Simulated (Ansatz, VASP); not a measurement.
**Nb: VASP beside Ansatz**

File INCAR:

```
SYSTEM = Nb
PREC     = Accurate       ! precision mode
ENCUT    = 520            ! plane-wave cutoff, eV
EDIFF    = 1E-7           ! SCF threshold, eV
ISMEAR   = -1             ! smearing method
SIGMA    = 0.08           ! smearing width, eV
LREAL    = .FALSE.        ! projectors in reciprocal space
LASPH    = .TRUE.         ! aspherical terms in the spheres
NELM     = 80             ! most SCF steps
ALGO     = Normal         ! electronic algorithm
ISIF     = 2              ! what is computed and relaxed
LWAVE    = .FALSE.        ! write WAVECAR
LCHARG   = .FALSE.        ! write CHGCAR
GGA      = PE             ! functional
NBANDS   = 12             ! bands
```

KPOINTS

```
regular mesh
0
G
  16 16 16
  0 0 0
```

Contents of POSCAR:

```
Nb
1.0
   -1.6766897759      1.6766897759      1.6766897759
    1.6766897759     -1.6766897759      1.6766897759
    1.6766897759      1.6766897759     -1.6766897759
Nb
1
Direct
    0.0000000000      0.0000000000      0.0000000000
```

Input for Ansatz:

```yaml
crystal:
  lattice:
    - [-1.6766897759, 1.6766897759, 1.6766897759]
    - [1.6766897759, -1.6766897759, 1.6766897759]
    - [1.6766897759, 1.6766897759, -1.6766897759]
  atoms:
    - { symbol: Nb, position: [0.0, 0.0, 0.0] }
kpoints:
  mp_grid: { grid: [16, 16, 16] }
scf:
  occupations: { method: fermi_dirac, width: 0.08 }
hamiltonian:
  xc: pbe
  pseudopotentials: { kind: all_electron, lapw: { basis_error: 0.001 } }
output:
  forces: true
  stress: true
  eigenvalues: true
```

Change from the starting cell: volume scaled by 1.04.

Alike in both runs: task single point; functional PBE; k mesh 16 × 16 × 16; occupations fermi-dirac, width 0.08 eV; no spin polarisation.

|  | VASP | Ansatz |
| --- | --- | --- |
| version | VASP 6.6.1 | Ansatz 0.2.0 |
| potentials or method | VASP PAW PBE potentials, release 64 (Nb_sv), cutoff 520 eV | all-electron LAPW, scalar-relativistic |

|  | VASP | Ansatz | Ansatz less VASP |
| --- | --- | --- | --- |
| pressure (GPa) | -6.5 | -6.2 | +0.28 |

Ansatz ran all-electron here, and VASP with PAW potentials.
